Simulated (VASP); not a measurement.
# FeSi2 (P4/mmm) in VASP: further runs

The runs below take FeSi2 through single point, with r2SCAN.

All numbers are computed with VASP 6.6.1; they aren't measurements. Logs are shortened: lines on timing, memory, paths and dates and some standing lists are left out, and cuts for length are marked.

## (1) The cell of the first run

Symmetry: P4/mmm, No. 123, tetragonal system. The conventional cell has a = 2.651 Å, b = 2.651 Å, c = 5.070 Å, α = 90.00°, β = 90.00°, γ = 90.00°. Within 3.1 Å of Fe (site symmetry 4/mmm) lie 8 Si at 2.33 Å and 4 Fe at 2.65 Å. Within 3.1 Å of Si (site symmetry 4mm) lie 6 Si at 2.31 to 2.76 Å and 4 Fe at 2.33 Å.

## (2) Single point, r2SCAN, collinear spin, ferromagnetic start (11.87 Å³/atom)

Contents of POSCAR:

```
FeSi2
1.0
    2.6505773017      0.0000000000      0.0000000000
    0.0000000000      2.6505773017      0.0000000000
    0.0000000000      0.0000000000      5.0703467764
Fe Si
1 2
Direct
    0.0000000000      0.0000000000      0.0000000000
    0.5000000000      0.5000000000      0.2720570132
    0.5000000000      0.5000000000      0.7279429868
```

Contents of INCAR.step1:

```
  PREC = Accurate
  ENCUT = 520
  ISMEAR = 0
  SIGMA = 0.1
  LREAL = False
  LASPH = True
  NELM = 150
  ISPIN = 2
  MAGMOM = 0.18 0 0
  LMAXMIX = 4
  NBANDS = 19
  GGA = PE
  ALGO = Normal
  EDIFF = 1E-4
  LWAVE = True
  LCHARG = False
```

Contents of INCAR.step2:

```
  PREC = Accurate
  ENCUT = 520
  EDIFF = 1E-6
  ISMEAR = 0
  SIGMA = 0.1
  LREAL = False
  LASPH = True
  NELM = 150
  ALGO = Normal
  ISIF = 2
  LWAVE = False
  LCHARG = False
  ISPIN = 2
  MAGMOM = 0.18 0 0
  LORBIT = 11
  LMAXMIX = 4
  METAGGA = R2SCAN
  LMIXTAU = True
  NBANDS = 19
  ISTART = 1
```

Contents of KPOINTS:

```
Automatic mesh
0
Gamma
  16 16 8
```

Potentials or basis: VASP PAW PBE potentials, release 64 (Fe, Si).

Run with:

```bash
$ cat potpaw_PBE.64/Fe/POTCAR potpaw_PBE.64/Si/POTCAR > POTCAR
$ cp INCAR.step1 INCAR
$ mpirun -np 1 vasp_std > vasp.out
$ cp INCAR.step2 INCAR
$ mpirun -np 1 vasp_std > vasp.out
```

OUTCAR:

```text
PREC = Accurate
   ENCUT = 520
   EDIFF = 1E-6
   ISMEAR = 0
   LREAL = False
   LASPH = True
   NELM = 150
   ISIF = 2
   ISPIN = 2
   LORBIT = 11
   METAGGA = R2SCAN
   ISTART = 1

 ion  position               nearest neighbor table
   1  0.000  0.000  0.000-   2 2.33   3 2.33   2 2.33   3 2.33   2 2.33   3 2.33   2 2.33   3 2.33

   2  0.500  0.500  0.272-   3 2.31   1 2.33   1 2.33   1 2.33   1 2.33   3 2.76
   3  0.500  0.500  0.728-   2 2.31   1 2.33   1 2.33   1 2.33   1 2.33   2 2.76

  LATTYP: Found a simple tetragonal cell.
 ALAT       =     2.6505773017
 C/A-ratio  =     1.9129216768

  Lattice vectors:

 A1 = (   2.6505773017,   0.0000000000,   0.0000000000)
 A2 = (   0.0000000000,   2.6505773017,   0.0000000000)
 A3 = (   0.0000000000,   0.0000000000,   5.0703467764)

Analysis of symmetry for initial positions (statically):
=====================================================================
 Subroutine PRICEL returns:
 Original cell was already a primitive cell.

 Routine SETGRP: Setting up the symmetry group for a
 simple tetragonal supercell.

 Subroutine GETGRP returns: Found 16 space group operations
 (whereof 16 operations were pure point group operations)
 out of a pool of 16 trial point group operations.

The static configuration has the point symmetry D_4h.

Analysis of symmetry for dynamics (positions and initial velocities):
=====================================================================
 Subroutine PRICEL returns:
 Original cell was already a primitive cell.

 Routine SETGRP: Setting up the symmetry group for a
 simple tetragonal supercell.

 Subroutine GETGRP returns: Found 16 space group operations
 (whereof 16 operations were pure point group operations)
 out of a pool of 16 trial point group operations.

The dynamic configuration has the point symmetry D_4h.

Analysis of structural, dynamic, and magnetic symmetry:
=====================================================================
 Subroutine PRICEL returns:
 Original cell was already a primitive cell.

 Routine SETGRP: Setting up the symmetry group for a
 simple tetragonal supercell.

 Subroutine GETGRP returns: Found 16 space group operations
 (whereof 16 operations were pure point group operations)
 out of a pool of 16 trial point group operations.

The overall configuration has the point symmetry D_4h.

 Subroutine INISYM returns: Found 16 space group operations
 (whereof 16 operations are pure point group operations),
 and found     1 'primitive' translations

----------------------------------------------------------------------------------------

                                     Primitive cell

  volume of cell :      35.6220

  direct lattice vectors                    reciprocal lattice vectors
     2.650577302  0.000000000  0.000000000     0.377276301  0.000000000  0.000000000
     0.000000000  2.650577302  0.000000000     0.000000000  0.377276301  0.000000000
     0.000000000  0.000000000  5.070346776     0.000000000  0.000000000  0.197225169

  length of vectors
     2.650577302  2.650577302  5.070346776     0.377276301  0.377276301  0.197225169

  position of ions in fractional coordinates (direct lattice)
     0.000000000  0.000000000  0.000000000
     0.500000000  0.500000000  0.272057013
     0.500000000  0.500000000  0.727942987

  ion indices of the primitive-cell ions
   primitive index   ion index
                 1           1
                 2           2
                 3           3

----------------------------------------------------------------------------------------

 KPOINTS: Automatic mesh

Automatic generation of k-mesh.
 Grid dimensions read from file:
 generate k-points for:   16   16    8

 Generating k-lattice:

  Cartesian coordinates                     Fractional coordinates (reciprocal lattice)
     0.023579769  0.000000000  0.000000000     0.062500000  0.000000000  0.000000000
     0.000000000  0.023579769  0.000000000     0.000000000  0.062500000  0.000000000
     0.000000000  0.000000000  0.024653146     0.000000000  0.000000000  0.125000000

  Length of vectors
     0.023579769  0.023579769  0.024653146

  Shift w.r.t. Gamma in fractional coordinates (k-lattice)
     0.000000000  0.000000000  0.000000000

 Subroutine IBZKPT returns following result:
 ===========================================

 Found    225 irreducible k-points:

 Following reciprocal coordinates:
            Coordinates               Weight
  0.000000  0.000000  0.000000      1.000000
  0.062500  0.000000  0.000000      4.000000
  0.125000  0.000000  0.000000      4.000000
  0.187500  0.000000  0.000000      4.000000
  0.250000  0.000000  0.000000      4.000000
  0.312500  0.000000  0.000000      4.000000
[... 16 lines left out ...]
  0.437500  0.125000  0.000000      8.000000
  0.500000  0.125000  0.000000      4.000000
 [... further k-points ...]
   k-points           NKPTS =    225   k-points in BZ     NKDIM =    225   number of bands    NBANDS=     19
   number of dos      NEDOS =    301   number of ions     NIONS =      3
   total plane-waves  NPLWV =  16000
   dimension x,y,z NGX =    20 NGY =   20 NGZ =   40
   dimension x,y,z NGXF=    40 NGYF=   40 NGZF=   80
   ions per type =               1   2
   NGX,Y,Z   is equivalent  to a cutoff of  12.54, 12.54, 13.12 a.u.
   NGXF,Y,Z  is equivalent  to a cutoff of  25.09, 25.09, 26.23 a.u.
 SYSTEM =  unknown system
   PREC   = accura    normal or accurate (medium, high low for compatibility)
   ISTART =      1    job   : 0-new  1-cont  2-samecut
   ICHARG =      0    charge: 1-file 2-atom 10-const
   ISPIN  =      2    spin polarized calculation?
   LNONCOLLINEAR =      F non collinear calculations
   LSORBIT =      F    spin-orbit coupling
   LASPH  =      T    aspherical Exc in radial PAW
   ENCUT  =  520.0 eV  38.22 Ry    6.18 a.u.   4.93  4.93  9.43*2*pi/ulx,y,z
   NELM   =    150;   NELMIN=  2; NELMDL=  0     # of ELM steps
   EDIFF  = 0.1E-05   stopping-criterion for ELM
   LREAL  =      F    real-space projection
   EDIFFG = 0.1E-04   stopping-criterion for IOM
   NSW    =      0    number of steps for IOM
   IBRION =     -1    ionic relax: 0-MD 1-quasi-New 2-CG
   NFREE  =      0    steps in history (QN), initial steepest desc. (CG)
   ISIF   =      2    stress and relaxation
   ISYM   =      2    0-nonsym 1-usesym 2-fastsym
   POTIM  = 0.5000    time-step for ionic-motion
   TEBEG  =    0.0;   TEEND  =   0.0 temperature during run
   PSTRESS=    0.0 pullay stress
   NELECT =      16.0000    total number of electrons
   NUPDOWN=      -1.0000    fix difference up-down
   EMIN   =  10.00;   EMAX   =-10.00  energy-range for DOS
   EFERMI =   0.00;   METHOD = LEGACY
   ISMEAR =     0;   SIGMA  =   0.10  broadening in eV -4-tet -1-fermi 0-gaus
   EFERMI_NEDOS =   21; number of points for ismear=-14 and -15
   IALGO  =     38    algorithm
   IMIX   =      4    mixing-type and parameters
     AMIX     =   0.40;   BMIX     =  1.00
     AMIX_MAG =   1.60;   BMIX_MAG =  1.00
  volume/ion in A,a.u.               =      11.87        80.13
  Fermi-wavevector in a.u.,A,eV,Ry     =   1.253743  2.369231 21.386620  1.571872
  Thomas-Fermi vector in A             =   2.387582
   LORBIT       =     11    0 simple, 1 ext, 2 COOP (PROOUT), +10 PAW based schemes
   METAGGA = R2SCAN    functional components
   LHFCALC =     F    Hartree Fock is set to
   AEXX    =    0.0000 exact exchange contribution
   IVDW    =     0    specifies the selected vdW correction
   LEPSILON=     F    determine dielectric tensor
   LRPA    =     F    only Hartree local field effects (RPA)
 spin polarized calculation
 Gauss-broadening in eV      SIGMA  =   0.10
  energy-cutoff  :      520.00
  volume of cell :       35.62
 maximum number of plane-waves:      1000
 NGX is ok and might be reduce to    20
   NGX =  9   NGY =  9   NGZ = 19

 number of electron      16.0000003 magnetization       0.0029457

 Free energy of the ion-electron system (eV)
  ---------------------------------------------------
  ext. energy  EPLUGINS =         0.00000000
  ---------------------------------------------------
  free energy    TOTEN  =       -32.54118585 eV

  energy without entropy =      -32.53626528  energy(sigma->0) =      -32.53872556

 E-fermi :  10.5979     XC(G=0): -12.9883

 val. band max:       10.5975235279   @ k =   0.4375   0.2500   0.0000
 cond. band min:      10.6129534249   @ k =   0.3750   0.1875   0.0000
 fundamental gap:      0.0154298970
 Fermi energy:        10.5979068359

 spin component 1

 k-point     1 :       0.0000    0.0000    0.0000
  band No.  band energies     occupation
      1      -4.5571      1.00000
      2       0.6305      1.00000
      3       1.7961      1.00000
      4       6.7224      1.00000
      5       8.6639      1.00000
      6       8.7981      1.00000
[... 11 lines left out ...]
     18      22.6546      0.00000
     19      26.2592      0.00000
[... 489 lines left out ...]
      3       3.2773      1.00000
      4       5.4623      1.00000
      5       6.0823      1.00000
      6       7.4173      1.00000
[... 11 lines left out ...]
     18      24.0663      0.00000
     19      25.0844      0.00000

 [... further k-points ...]

 spin component 2

 k-point     1 :       0.0000    0.0000    0.0000
  band No.  band energies     occupation
      1      -4.5574      1.00000
      2       0.6299      1.00000
      3       1.7966      1.00000
      4       6.7303      1.00000
      5       8.6683      1.00000
      6       8.8000      1.00000
[... 11 lines left out ...]
     18      22.6546      0.00000
     19      26.2591      0.00000
[... 489 lines left out ...]
      3       3.2775      1.00000
      4       5.4625      1.00000
      5       6.0820      1.00000
      6       7.4225      1.00000
[... 11 lines left out ...]
     18      24.0663      0.00000
     19      25.0844      0.00000

 [... further k-points ...]

------------------------ aborting loop because EDIFF is reached ----------------------------------------

  FORCE on cell =-STRESS in cart. coord.  units (eV):
  Direction    XX          YY          ZZ          XY          YZ          ZX
  --------------------------------------------------------------------------------------
  -------------------------------------------------------------------------------------
  Total        1.4279782      1.4279782      1.3988587      0.0000000      0.0000000      0.0000000
  in kB       64.2263974     64.2263974     62.9166829      0.0000000      0.0000000      0.0000000
  external PRESSURE =      63.7898259 kB  Pullay stress =       0.0000000 kB

 VOLUME and BASIS-vectors are now :
 -----------------------------------------------------------------------------
  energy-cutoff  :      520.00
  volume of cell :       35.62
      direct lattice vectors                 reciprocal lattice vectors
     2.650577302  0.000000000  0.000000000     0.377276301  0.000000000  0.000000000
     0.000000000  2.650577302  0.000000000     0.000000000  0.377276301  0.000000000
     0.000000000  0.000000000  5.070346776     0.000000000  0.000000000  0.197225169

 POSITION                                       TOTAL-FORCE (eV/Angst)
 -----------------------------------------------------------------------------------
      0.00000      0.00000      0.00000         0.000000      0.000000      0.000000
      1.32529      1.32529      1.37942         0.000000      0.000000      0.050810
      1.32529      1.32529      3.69092        -0.000000      0.000000     -0.050810
 -----------------------------------------------------------------------------------
    total drift:                                0.000000      0.000000      0.000000

  FREE ENERGIE OF THE ION-ELECTRON SYSTEM (eV)
  ---------------------------------------------------
  free  energy   TOTEN  =       -32.5411858536 eV

  energy  without entropy=      -32.5362652753  energy(sigma->0) =      -32.53872556

 total charge

# of ion       s       p       d       tot
------------------------------------------
    1        0.488   0.769   6.725   7.982
    2        0.724   0.934   0.000   1.658
    3        0.724   0.934   0.000   1.658
--------------------------------------------------
tot          1.937   2.637   6.725  11.298

 magnetization (x)

# of ion       s       p       d       tot
------------------------------------------
    1       -0.000  -0.000   0.004   0.004
    2       -0.000  -0.000   0.000  -0.000
    3       -0.000  -0.000   0.000  -0.000
--------------------------------------------------
tot         -0.000  -0.000   0.004   0.004
```

It took 9.3 min on 1 thread of Intel Xeon Platinum 8488C (Sapphire Rapids), shared host; peak memory 0.35 GiB.

Results:

- Free energy: -32.5412 eV
- Pressure: 6.4 GPa
- Largest force: 0.051 eV/Å
- Band gap on the k mesh: zero (filled and empty bands overlap)
- Net moment: 0.00 μB per cell
- Valence electrons inside the program's atomic spheres: Fe 7.98; Si 1.66

Forces on the atoms (eV/Å):
```
Fe   0.000  0.000  0.000
Si   0.000  0.000  0.051
Si   0.000  0.000 -0.051
```

Stress tensor (GPa, compression positive):
```
6.42 0.00 0.00
0.00 6.42 0.00
0.00 0.00 6.29
```

Levels at points of the mesh, in eV from the Fermi level:
Spin up:
| k point | band 5 | band 6 | band 7 | band 8 | band 9 | band 10 | band 11 | band 12 |
| --- | --- | --- | --- | --- | --- | --- | --- | --- |
| (0.00, 0.00, 0.00) | -1.93 | -1.80 | -1.80 | -1.00 | 4.96 | 4.96 | 6.98 | 7.44 |
| (0.50, 0.00, 0.00) | -4.38 | -3.49 | -2.53 | -1.36 | 0.10 | 1.59 | 2.47 | 8.17 |
| (0.50, 0.50, 0.00) | -4.99 | -3.64 | -2.57 | 0.29 | 1.09 | 2.77 | 2.99 | 2.99 |
| (0.00, 0.00, 0.50) | -2.75 | -1.85 | -1.85 | -1.00 | 2.65 | 6.22 | 6.22 | 6.56 |
| (0.50, 0.00, 0.50) | -3.66 | -2.71 | -2.53 | -1.38 | 0.70 | 2.49 | 5.13 | 5.17 |
| (0.50, 0.50, 0.50) | -3.75 | -3.75 | -2.08 | 0.22 | 0.22 | 0.29 | 1.08 | 3.17 |
Spin down:
| k point | band 5 | band 6 | band 7 | band 8 | band 9 | band 10 | band 11 | band 12 |
| --- | --- | --- | --- | --- | --- | --- | --- | --- |
| (0.00, 0.00, 0.00) | -1.93 | -1.80 | -1.80 | -1.00 | 4.96 | 4.96 | 6.98 | 7.45 |
| (0.50, 0.00, 0.00) | -4.38 | -3.48 | -2.53 | -1.36 | 0.11 | 1.59 | 2.48 | 8.17 |
| (0.50, 0.50, 0.00) | -4.99 | -3.64 | -2.57 | 0.30 | 1.09 | 2.77 | 2.99 | 2.99 |
| (0.00, 0.00, 0.50) | -2.75 | -1.84 | -1.84 | -1.00 | 2.66 | 6.22 | 6.22 | 6.56 |
| (0.50, 0.00, 0.50) | -3.66 | -2.70 | -2.53 | -1.37 | 0.71 | 2.49 | 5.13 | 5.17 |
| (0.50, 0.50, 0.50) | -3.75 | -3.75 | -2.07 | 0.22 | 0.22 | 0.30 | 1.08 | 3.17 |

Caveat: the cell stands under pressure; the PAW data sets were made with another functional, which shifts forces and pressure a little.

(Continued in part 2 of 2.)
